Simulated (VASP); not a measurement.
Here is a VASP 6.6.1 calculation.

The input INCAR:

```
  ALGO = Fast
  EDIFF = 1E-6
  ENCUT = 520
  GGA = CA
  ISIF = 2
  ISMEAR = 0
  LASPH = True
  LCHARG = False
  LREAL = False
  LWAVE = False
  NBANDS = 18
  NELM = 100
  PREC = Accurate
  SIGMA = 0.15
```

File KPOINTS:

```
k-points
0
Gamma
  14 14 14
```

POSCAR

```
CaZn
1.0
    3.3431441387      0.0000000000      0.0000000000
    0.0000000000      3.3431441387      0.0000000000
    0.0000000000      0.0000000000      4.3460873803
Ca Zn
1 1
Direct
    0.0000000000      0.0000000000      0.0000000000
    0.5000000000      0.5000000000      0.5000000000
```

Potentials or basis: VASP PAW LDA potentials, release 64 (Ca_sv, Zn).

Command:

```bash
$ cat potpaw_LDA.64/Ca_sv/POTCAR potpaw_LDA.64/Zn/POTCAR > POTCAR
$ mpirun -np 1 vasp_std > vasp.out
```

Question: Estimate the pressure.

Answer: -2.9 GPa.

Question: What does it give for the band gap on the k mesh?

Answer: Zero (bands 11 and 12 overlap by 1.70 eV).

Stress tensor (GPa, compression positive):
```
-0.91  0.00  0.00
 0.00 -0.91  0.00
 0.00  0.00 -6.90
```

Caveat: the stress differs along the axes, from -7 to -1 GPa.
